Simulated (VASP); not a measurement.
# Cu (P6_3/mmc) in VASP: single point with PBEsol

Aim: the single point of Cu with PBEsol.

Program: VASP 6.6.1. These are calculated values, not measurements. Logs are shortened: lines on timing, memory, paths and dates and some standing lists are left out, and cuts for length are marked.

### 1 The cell of the first run

The structure is hexagonal, space group P6_3/mmc (No. 194). Conventional cell: a = 2.534 Å, b = 2.534 Å, c = 4.113 Å, α = 90.00°, β = 90.00°, γ = 120.00°. Cu (site symmetry -6m2) has 12 Cu at 2.52 to 2.53 Å within 3.3 Å.

This isn't the form of Cu at room conditions, which is fcc.

### 2 Single point, PBEsol

The input, INCAR:

```
PREC = Accurate ; ENCUT = 600
EDIFF = 1E-6 ; ISMEAR = -1
SIGMA = 0.15 ; LREAL = F
LASPH = T ; NELM = 120
ALGO = Normal ; ISIF = 2
LWAVE = F ; LCHARG = F
GGA = PS ; NBANDS = 18
GGA_COMPAT = F
```

The input, KPOINTS:

```
regular mesh
0
Gamma
  12 12 7
```

The input, POSCAR:

```
Cu
1.0
    2.5340970000      0.0000000000      0.0000000000
   -1.2670485000      2.1945923777      0.0000000000
    0.0000000000      0.0000000000      4.1125710000
Cu
2
Direct
    0.3333333333      0.6666666667      0.2500000000
    0.6666666667      0.3333333333      0.7500000000
```

Potentials or basis: VASP PAW PBE potentials, release 64 (Cu).

On the command line:

```bash
cat potpaw_PBE.64/Cu/POTCAR > POTCAR
mpirun -np 1 vasp_std > vasp.out
```

OUTCAR:

```text
PREC = Accurate
   ENCUT = 600
   EDIFF = 1E-6
   ISMEAR = -1
   LREAL = F
   LASPH = T
   NELM = 120
   ISIF = 2
   GGA = PS

 ion  position               nearest neighbor table
   1  0.333  0.667  0.250-   2 2.52   2 2.52   2 2.52   2 2.52   2 2.52   2 2.52
   2  0.667  0.333  0.750-   1 2.52   1 2.52   1 2.52   1 2.52   1 2.52   1 2.52

  LATTYP: Found a hexagonal cell.
 ALAT       =     2.5340970000
 C/A-ratio  =     1.6228940723

  Lattice vectors:

 A1 = (   2.5340970000,   0.0000000000,   0.0000000000)
 A2 = (  -1.2670485000,   2.1945923777,   0.0000000000)
 A3 = (   0.0000000000,   0.0000000000,   4.1125710000)

Analysis of symmetry for initial positions (statically):
=====================================================================
 Subroutine PRICEL returns:
 Original cell was already a primitive cell.

 Routine SETGRP: Setting up the symmetry group for a
 hexagonal supercell.

 Subroutine GETGRP returns: Found 24 space group operations
 (whereof 12 operations were pure point group operations)
 out of a pool of 24 trial point group operations.

The static configuration has the point symmetry D_3d.
 The point group associated with its full space group is D_6h.

Analysis of symmetry for dynamics (positions and initial velocities):
=====================================================================
 Subroutine PRICEL returns:
 Original cell was already a primitive cell.

 Routine SETGRP: Setting up the symmetry group for a
 hexagonal supercell.

 Subroutine GETGRP returns: Found 24 space group operations
 (whereof 12 operations were pure point group operations)
 out of a pool of 24 trial point group operations.

The dynamic configuration has the point symmetry D_3d.
 The point group associated with its full space group is D_6h.

 Subroutine INISYM returns: Found 24 space group operations
 (whereof 12 operations are pure point group operations),
 and found     1 'primitive' translations

----------------------------------------------------------------------------------------

                                     Primitive cell

  volume of cell :      22.8713

  direct lattice vectors                    reciprocal lattice vectors
     2.534097000  0.000000000  0.000000000     0.394617886  0.227832742  0.000000000
    -1.267048500  2.194592378  0.000000000     0.000000000  0.455665485  0.000000000
     0.000000000  0.000000000  4.112571000     0.000000000  0.000000000  0.243156896

  length of vectors
     2.534097000  2.534097000  4.112571000     0.455665485  0.455665485  0.243156896

  position of ions in fractional coordinates (direct lattice)
     0.333333333  0.666666667  0.250000000
     0.666666667  0.333333333  0.750000000

  ion indices of the primitive-cell ions
   primitive index   ion index
                 1           1
                 2           2

----------------------------------------------------------------------------------------

 KPOINTS: regular mesh

Automatic generation of k-mesh.
 Grid dimensions read from file:
 generate k-points for:   12   12    7

 Generating k-lattice:

  Cartesian coordinates                     Fractional coordinates (reciprocal lattice)
     0.032884824  0.018986062  0.000000000     0.083333333  0.000000000  0.000000000
     0.000000000  0.037972124  0.000000000     0.000000000  0.083333333  0.000000000
     0.000000000  0.000000000  0.034736699     0.000000000  0.000000000  0.142857143

  Length of vectors
     0.037972124  0.037972124  0.034736699

  Shift w.r.t. Gamma in fractional coordinates (k-lattice)
     0.000000000  0.000000000  0.000000000

 Subroutine IBZKPT returns following result:
 ===========================================

 Found     76 irreducible k-points:

 Following reciprocal coordinates:
            Coordinates               Weight
  0.000000  0.000000  0.000000      1.000000
  0.083333  0.000000  0.000000      6.000000
  0.166667  0.000000  0.000000      6.000000
  0.250000  0.000000  0.000000      6.000000
  0.333333  0.000000  0.000000      6.000000
  0.416667  0.000000  0.000000      6.000000
[... 16 lines left out ...]
  0.250000  0.000000  0.142857     12.000000
  0.333333  0.000000  0.142857     12.000000
 [... further k-points ...]
   k-points           NKPTS =     76   k-points in BZ     NKDIM =     76   number of bands    NBANDS=     18
   number of dos      NEDOS =    301   number of ions     NIONS =      2
   total plane-waves  NPLWV =  14400
   dimension x,y,z NGX =    20 NGY =   20 NGZ =   36
   dimension x,y,z NGXF=    40 NGYF=   40 NGZF=   72
   ions per type =               2
   NGX,Y,Z   is equivalent  to a cutoff of  13.12, 13.12, 14.55 a.u.
   NGXF,Y,Z  is equivalent  to a cutoff of  26.24, 26.24, 29.11 a.u.
 SYSTEM =  unknown system
   PREC   = accura    normal or accurate (medium, high low for compatibility)
   ISTART =      0    job   : 0-new  1-cont  2-samecut
   ICHARG =      2    charge: 1-file 2-atom 10-const
   ISPIN  =      1    spin polarized calculation?
   LNONCOLLINEAR =      F non collinear calculations
   LSORBIT =      F    spin-orbit coupling
   LASPH  =      T    aspherical Exc in radial PAW
   ENCUT  =  600.0 eV  44.10 Ry    6.64 a.u.   5.06  5.06  8.21*2*pi/ulx,y,z
   NELM   =    120;   NELMIN=  2; NELMDL= -5     # of ELM steps
   EDIFF  = 0.1E-05   stopping-criterion for ELM
   LREAL  =      F    real-space projection
   EDIFFG = 0.1E-04   stopping-criterion for IOM
   NSW    =      0    number of steps for IOM
   IBRION =     -1    ionic relax: 0-MD 1-quasi-New 2-CG
   NFREE  =      0    steps in history (QN), initial steepest desc. (CG)
   ISIF   =      2    stress and relaxation
   ISYM   =      2    0-nonsym 1-usesym 2-fastsym
   POTIM  = 0.5000    time-step for ionic-motion
   TEBEG  =    0.0;   TEEND  =   0.0 temperature during run
   PSTRESS=    0.0 pullay stress
   NELECT =      22.0000    total number of electrons
   NUPDOWN=      -1.0000    fix difference up-down
   EMIN   =  10.00;   EMAX   =-10.00  energy-range for DOS
   EFERMI =   0.00;   METHOD = LEGACY
   ISMEAR =    -1;   SIGMA  =   0.15  broadening in eV -4-tet -1-fermi 0-gaus
   EFERMI_NEDOS =   21; number of points for ismear=-14 and -15
   IALGO  =     38    algorithm
   IMIX   =      4    mixing-type and parameters
     AMIX     =   0.40;   BMIX     =  1.00
     AMIX_MAG =   1.60;   BMIX_MAG =  1.00
  volume/ion in A,a.u.               =      11.44        77.17
  Fermi-wavevector in a.u.,A,eV,Ry     =   1.616040  3.053874 35.532794  2.611587
  Thomas-Fermi vector in A             =   2.710691
   LORBIT       =      0    0 simple, 1 ext, 2 COOP (PROOUT), +10 PAW based schemes
   GGA     = PS    functional components
   LHFCALC =     F    Hartree Fock is set to
   AEXX    =    0.0000 exact exchange contribution
   IVDW    =     0    specifies the selected vdW correction
   LEPSILON=     F    determine dielectric tensor
   LRPA    =     F    only Hartree local field effects (RPA)
 non-spin polarized calculation
  energy-cutoff  :      600.00
  volume of cell :       22.87
 maximum number of plane-waves:       774
   NGX = 11   NGY = 11   NGZ = 17

 number of electron      21.9999991 magnetization

 Free energy of the ion-electron system (eV)
  ---------------------------------------------------
  ext. energy  EPLUGINS =         0.00000000
  ---------------------------------------------------
  free energy    TOTEN  =        -8.61473153 eV

  energy without entropy =       -8.55876599  energy(sigma->0) =       -8.58674876

 E-fermi :   7.7740     XC(G=0): -13.0973

 val. band max:        7.7737212361   @ k =   0.5000   0.0000   0.0000
 cond. band min:       7.8304996565   @ k =   0.2500   0.1667   0.4286
 fundamental gap:      0.0567784204
 Fermi energy:         7.7740408696

 k-point     1 :       0.0000    0.0000    0.0000
  band No.  band energies     occupation
      1      -1.8331      2.00000
      2       2.5349      2.00000
      3       4.6916      2.00000
      4       4.7347      2.00000
      5       4.7347      2.00000
      6       4.9592      2.00000
[... 10 lines left out ...]
     17      31.5238      0.00000
     18      31.5239      0.00000

 k-point     2 :       0.0833    0.0000    0.0000
  band No.  band energies     occupation
      1      -1.6044      2.00000
      2       2.6659      2.00000
      3       4.5514      2.00000
      4       4.8196      2.00000
      5       4.8486      2.00000
      6       4.9231      2.00000
[... 10 lines left out ...]
     17      32.5190      0.00000
     18      32.6566      0.00000

 k-point     3 :       0.1667    0.0000    0.0000
  band No.  band energies     occupation
      1      -0.9345      2.00000
      2       2.9971      2.00000
      3       4.3506      2.00000
      4       4.5320      2.00000
      5       4.7875      2.00000
      6       5.0584      2.00000
[... 10 lines left out ...]
     17      29.7972      0.00000
     18      31.6452      0.00000

 k-point     4 :       0.2500    0.0000    0.0000
  band No.  band energies     occupation
      1       0.1156      2.00000
      2       3.3008      2.00000
      3       3.9809      2.00000
      4       4.2085      2.00000
      5       4.7032      2.00000
      6       4.9044      2.00000
[... 375 lines left out ...]
      4       4.3713      2.00000
      5       4.7356      2.00000
      6       4.9377      2.00000
[... 10 lines left out ...]
     17      28.8657      0.00000
     18      30.6375      0.00000

 k-point    23 :       0.2500    0.0000    0.1429
  band No.  band energies     occupation
      1       0.2809      2.00000
      2       3.2899      2.00000
      3       3.8808      2.00000
      4       4.2384      2.00000
      5       4.6242      2.00000
      6       4.9237      2.00000
[... 10 lines left out ...]
     17      27.4314      0.00000
     18      29.5710      0.00000

 k-point    24 :       0.3333    0.0000    0.1429
  band No.  band energies     occupation
      1       1.4934      2.00000
      2       3.3049      2.00000
      3       3.5892      2.00000
      4       4.1868      2.00000
      5       4.7339      2.00000
      6       4.8141      2.00000
[... 10 lines left out ...]
     17      25.4869      0.00000
     18      27.7794      0.00000

 [... further k-points ...]

------------------------ aborting loop because EDIFF is reached ----------------------------------------

  FORCE on cell =-STRESS in cart. coord.  units (eV):
  Direction    XX          YY          ZZ          XY          YZ          ZX
  --------------------------------------------------------------------------------------
  -------------------------------------------------------------------------------------
  Total       -0.1485303     -0.1485303      0.0337456      0.0000000     -0.0000000      0.0000000
  in kB      -10.4048301    -10.4048301      2.3639477      0.0000000     -0.0000000      0.0000000
  external PRESSURE =      -6.1485709 kB  Pullay stress =       0.0000000 kB

 VOLUME and BASIS-vectors are now :
 -----------------------------------------------------------------------------
  energy-cutoff  :      600.00
  volume of cell :       22.87
      direct lattice vectors                 reciprocal lattice vectors
     2.534097000  0.000000000  0.000000000     0.394617886  0.227832742  0.000000000
    -1.267048500  2.194592378  0.000000000     0.000000000  0.455665485  0.000000000
     0.000000000  0.000000000  4.112571000     0.000000000  0.000000000  0.243156896

 POSITION                                       TOTAL-FORCE (eV/Angst)
 -----------------------------------------------------------------------------------
     -0.00000      1.46306      1.02814        -0.000000      0.000000      0.000000
      1.26705      0.73153      3.08443         0.000000     -0.000000     -0.000000
 -----------------------------------------------------------------------------------
    total drift:                               -0.000000      0.000000     -0.000000

  FREE ENERGIE OF THE ION-ELECTRON SYSTEM (eV)
  ---------------------------------------------------
  free  energy   TOTEN  =        -8.6147315320 eV

  energy  without entropy=       -8.5587659852  energy(sigma->0) =       -8.58674876
```

Run time: 17 s. Hardware: 1 thread of Intel Xeon Platinum 8488C (Sapphire Rapids), shared host; peak memory 0.16 GiB.

What came out:

* Free energy: -8.6147 eV
* Pressure: -0.6 GPa
* Band gap on the k mesh: zero (bands 11 and 12 overlap by 5.94 eV)

Levels at points of the mesh, in eV from the Fermi level:
```
           k point  band 8  band 9  band 10  band 11  band 12  band 13  band 14  band 15
(0.00, 0.00, 0.00)   -2.54   -2.54    -1.73    -1.73    -1.04     4.02    21.55    22.07
(0.50, 0.00, 0.00)   -1.65   -1.58    -1.54     0.00     1.61     7.93     8.35    10.91
```

Caveat: the PAW data sets were made with another functional, which shifts forces and pressure a little.
